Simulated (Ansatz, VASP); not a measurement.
**C in VASP and in Ansatz**

Contents of POSCAR:

```
C
1.0
    0.0000000000      1.7801477522      1.7801477522
    1.7801477522      0.0000000000      1.7801477522
    1.7801477522      1.7801477522      0.0000000000
C
2
Direct
    0.5000000000      0.5000000000      0.5000000000
    0.7500000000      0.7500000000      0.7500000000
```

File INCAR.step1:

```
PREC = Accurate ; ENCUT = 520
EDIFF = 1E-5 ; ISMEAR = -1
SIGMA = 0.1 ; LREAL = False
LASPH = True ; NELM = 80
ALGO = Normal ; ISIF = 2
LWAVE = True ; GGA = PE
NBANDS = 11
```

The input INCAR.step2:

```
PREC = Accurate ; ENCUT = 520
EDIFF = 1E-6 ; ISMEAR = -1
SIGMA = 0.1 ; LREAL = False
LASPH = True ; NELM = 80
ALGO = Normal ; ISIF = 2
LWAVE = False ; LCHARG = True
METAGGA = R2SCAN ; LHFCALC = True
AEXX = 0.25 ; LMIXTAU = True
PRECFOCK = Normal ; LELF = True
LVHAR = True ; ISTART = 1
NBANDS = 11
```

File KPOINTS:

```
regular mesh
0
Gamma
  8 8 8
```

Input for Ansatz:

```yaml
crystal:
  lattice:
    - [0.0, 1.7801477522, 1.7801477522]
    - [1.7801477522, 0.0, 1.7801477522]
    - [1.7801477522, 1.7801477522, 0.0]
  atoms:
    - { symbol: C, position: [0.5, 0.5, 0.5] }
    - { symbol: C, position: [0.75, 0.75, 0.75] }
hamiltonian:
  xc: r2scan0
  pseudopotentials:
    kind: paw
    azcp:
      C: "pseudopotentials/C.paw.azcp"
basis:
  ecutwfc: 500
  fft_grid_basis: typed
kpoints:
  mp_grid: { grid: [8, 8, 8], shift: [0, 0, 0] }
magnetization:
  spin_polarized: false
scf:
  occupations: { method: fermi_dirac, width: 0.1 }
```

Alike in both runs: task single point; functional r2SCAN0; k mesh 8 × 8 × 8; occupations fermi-dirac, width 0.1 eV; no spin polarisation.

|  | VASP | Ansatz |
| --- | --- | --- |
| version | VASP 6.6.1 | Ansatz 0.2.0 |
| potentials or method | VASP PAW PBE potentials, release 64 (C), cutoff 520 eV | plane waves (500 eV) with PAW, scalar-relativistic |
| valence electrons in the cell | 8 | 8 |

```tsv
	VASP	Ansatz	Ansatz less VASP
gap on the k mesh at the Fermi level (eV)	6.14	6.15	+0.011
```

VASP's potentials were made for PBE, not for r2SCAN0. With one functional, cell and mesh, what is left measures potentials, basis and numerics.
